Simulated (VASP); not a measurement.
Runs of VASP 6.6.1 on Mn. The structure is that of space group P6_3/mmc (No. 194), or close to it. The cells are those of the table. This isn't the form of Mn at room conditions, which is a 58-atom cubic cell.

```tsv
spin	cell	k mesh	cutoff (eV)	smearing	gap on the mesh (eV)	pressure (GPa)	moment (μB)
off	a = 2.518, b = 2.518, c = 8.124 Å, angles 90.0, 90.0, 120.0°, 4 atoms	16 × 16 × 5	520	fermi-dirac 0.1 eV	none	(a)	-
collinear, ferrimagnetic start	a = 2.550, b = 2.550, c = 8.240 Å, angles 90.0, 90.0, 120.0°, 4 atoms	16 × 16 × 5	500	fermi-dirac 0.05 eV	none	-19.2	0.00
off	a = 2.451, b = 2.451, c = 7.910 Å, angles 90.0, 90.0, 120.0°, 4 atoms	16 × 16 × 5	520	fermi-dirac 0.1 eV	none	(b)	-
collinear, antiferromagnetic start	a = 2.484, b = 2.484, c = 8.016 Å, angles 90.0, 90.0, 120.0°, 4 atoms	19 × 19 × 5	500	fermi-dirac 0.05 eV	none	0.8	0.11
off	a = 2.549, b = 2.549, c = 8.227 Å, angles 90.0, 90.0, 120.0°, 4 atoms	16 × 16 × 5	520	fermi-dirac 0.1 eV	none	-18.1	-
```

Alike in all rows: task single point; level PBE; potentials or basis VASP PAW PBE potentials, release 64 (Mn_pv).

Question: Estimate the missing entries.

Answer: (a) -10.1; (b) 12.4.

Caveats: the cell stands under tension (at least some runs); the cell stands under pressure (at least some runs).

A gap of «none» marks levels without a gap at the run's occupations.
